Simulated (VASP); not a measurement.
## Nb: single point with PBE

The system is Nb.

```xyz
2
Lattice="-2.4636 2.4636 1.3634 2.4636 -2.4636 1.3634 2.4636 2.4636 -1.3634" Properties=species:S:1:pos:R:3 pbc="T T T"
Nb    0.0000   -1.2318   -0.3409
Nb    0.0000    1.2318    0.3409
```

```
Program                : VASP 6.6.1
Task                   : single point
Functional             : PBE
Potentials or basis    : VASP PAW PBE potentials, release 64 (Nb_sv)
Cutoff                 : 520 eV
k mesh                 : 16 × 16 × 16
Occupations            : fermi-dirac, width 0.08 eV
Spin                   : no spin polarisation
Dipole correction      : no
Further INCAR settings : ALGO = Normal; EDIFF = 1e-07; NBANDS = 20
```

* Pressure: 27.8 GPa
* Band gap on the k mesh: zero (bands 13 and 14 overlap by 1.51 eV)

Stress tensor (GPa, compression positive):
```
27.86  0.00  0.00
 0.00 27.86  0.00
 0.00  0.00 27.68
```

Levels at points of the mesh, in eV from the Fermi level:
```csv
k point,band 11,band 12,band 13,band 14,band 15,band 16
"(0.00, 0.00, 0.00)",-3.07,-2.37,-1.53,2.47,2.47,2.58
"(0.50, 0.00, 0.00)",-2.54,-1.48,0.27,1.01,1.50,2.71
"(0.50, 0.50, 0.00)",-2.04,-2.04,-0.22,-0.22,1.93,1.93
"(0.50, 0.50, 0.50)",-1.39,-1.39,0.91,0.91,2.03,2.03
```

Run time: 6.5 min on 1 thread of Intel Xeon 8259CL, on a shared host, peak memory 0.3 GiB.

Caveat: the cell stands under pressure.
